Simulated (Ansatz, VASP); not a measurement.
**Si2Mo in VASP and in Ansatz**

```
Si Mo
1.0
    -1.57959    1.57959    3.85684
     1.57959   -1.57959    3.85684
     1.57959    1.57959   -3.85684
Si Mo
2 1
Direct
  0.33463 0.33463 0.00000
  0.66537 0.66537 0.00000
  0.00000 0.00000 0.00000
```

Alike in both runs: functional r2SCAN; k mesh 13 × 13 × 13; occupations fermi-dirac, width 0.1 eV; no spin polarisation.

Ansatz relaxed the structure, and its values are those at the end. VASP's run is a single point on that final structure, the one shown.

```csv
,VASP,Ansatz
version,VASP 6.6.1,Ansatz 0.2.0
potentials or method,"VASP PAW PBE potentials, release 64 (Si, Mo_sv), cutoff 520 eV",PAW plane waves
valence electrons in the cell,22,22
```

|  | VASP | Ansatz | Ansatz less VASP |
| --- | --- | --- | --- |
| pressure (GPa) | 10.2 | 9.8 | -0.38 |
| rms of the force components (eV/Å) | 0.004 | 0.000 | -0.0042 |

VASP's potentials were made for PBE, not for r2SCAN. The functional is the same, so the differences come from potentials, cutoffs and numerics. Ansatz's warnings: stress scf threshold loose.
